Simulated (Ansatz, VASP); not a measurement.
## Sc5Al: VASP beside Ansatz

INCAR

```
SYSTEM = Sc5Al
PREC = Accurate
ENCUT = 520
EDIFF = 1E-7
ISMEAR = 0
SIGMA = 0.1
LREAL = .False.
LASPH = .True.
NELM = 60
ALGO = Fast
ISIF = 2
LWAVE = .False.
LCHARG = .False.
GGA = PE
NBANDS = 38
```

Contents of KPOINTS:

```
regular mesh
0
Gamma
  6 6 2
  0 0 0
```

POSCAR

```
Sc5Al
1.0
    2.9521615200      0.0000000000      0.0000000000
   -1.4760807600      2.5566468700      0.0000000000
    0.0000000000      0.0000000000     14.2944913900
Sc Al
5 1
Direct
    0.3333333300      0.6666666700      0.6666666700
    0.3333333300      0.6666666700      0.3333333300
    0.6666666700      0.3333333300      0.8333333300
    0.6666666700      0.3333333300      0.1666666700
    0.6666666700      0.3333333300      0.5000000000
    0.3333333300      0.6666666700      0.0000000000
```

Input for Ansatz:

```yaml
crystal:
  lattice:
    - [2.95216152, 0.0, 0.0]
    - [-1.47608076, 2.55664687, 0.0]
    - [0.0, 0.0, 14.29449139]
  atoms:
    - { symbol: Sc, position: [0.33333333, 0.66666667, 0.66666667] }
    - { symbol: Sc, position: [0.33333333, 0.66666667, 0.33333333] }
    - { symbol: Sc, position: [0.66666667, 0.33333333, 0.83333333] }
    - { symbol: Sc, position: [0.66666667, 0.33333333, 0.16666667] }
    - { symbol: Sc, position: [0.66666667, 0.33333333, 0.5] }
    - { symbol: Al, position: [0.33333333, 0.66666667, 0.0] }
basis:
  ecutwfc: 420
kpoints:
  mp_grid: { grid: [6, 6, 2] }
hamiltonian:
  xc: pbe
scf:
  occupations: { method: gaussian, width: 0.1 }
  lower_state_search: "off"
output:
  forces: true
  stress: true
  eigenvalues: true
```

Alike in both runs: task single point; functional PBE; k mesh 6 × 6 × 2; occupations gaussian, width 0.1 eV; no spin polarisation.

|  | VASP | Ansatz |
| --- | --- | --- |
| version | VASP 6.6.1 | Ansatz 0.2.0 |
| potentials or method | VASP PAW PBE potentials, release 64 (Sc_sv, Al), cutoff 520 eV | scalar-relativistic, plane waves, PAW |
| valence electrons in the cell | 58 | 58 |

Ansatz gave:

```
gap on the k mesh at the Fermi level (eV)                     : none
pressure (GPa)                                                : 22.2
traceless stress, the component that is largest in VASP (GPa) : -1.43
rms of the force components (eV/Å)                            : 0.217
```

Q: Which values does VASP return?

A: gap on the k mesh at the Fermi level (eV): none; pressure (GPa): 22.4; traceless stress, the component that is largest in VASP (GPa): -1.40; rms of the force components (eV/Å): 0.219.

Atom by atom the forces differ by 0.002 eV/Å (rms over components). A gap of «none» marks a metal or a gap that the smearing closes.

The k mesh is coarse, so the values compare programs but aren't converged.
